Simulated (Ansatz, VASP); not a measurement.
SrCl2: VASP beside Ansatz

```
CELL_PARAMETERS angstrom
2.41250 1.39286 3.94304
-2.41250 1.39286 3.94304
0.00000 -2.78572 3.94304
ATOMIC_POSITIONS crystal
Sr 0.00000 0.00000 0.00000
Cl 0.24995 0.24995 0.24995
Cl 0.75005 0.75005 0.75005
```

Change from the starting cell: hydrostatic strain -1.8%.

Alike in both runs: task single point; functional r2SCAN; k mesh 6 × 6 × 6; no spin polarisation.

```csv
,VASP,Ansatz
version,VASP 6.6.1,Ansatz 0.2.0
potentials or method,"VASP PAW PBE potentials, release 64 (Sr_sv, Cl)","plane waves, PAW"
plane-wave cutoff (eV),520,500
occupations,"gaussian, width 0.01 eV",fixed
valence electrons in the cell,24,24
```

|  | VASP | Ansatz | Ansatz less VASP |
| --- | --- | --- | --- |
| gap on the k mesh at the Fermi level (eV) | 5.95 | 5.94 | -0.001 |
| pressure (GPa) | 3.3 | 3.3 | -0.08 |

VASP's potentials were made for PBE, not for r2SCAN.
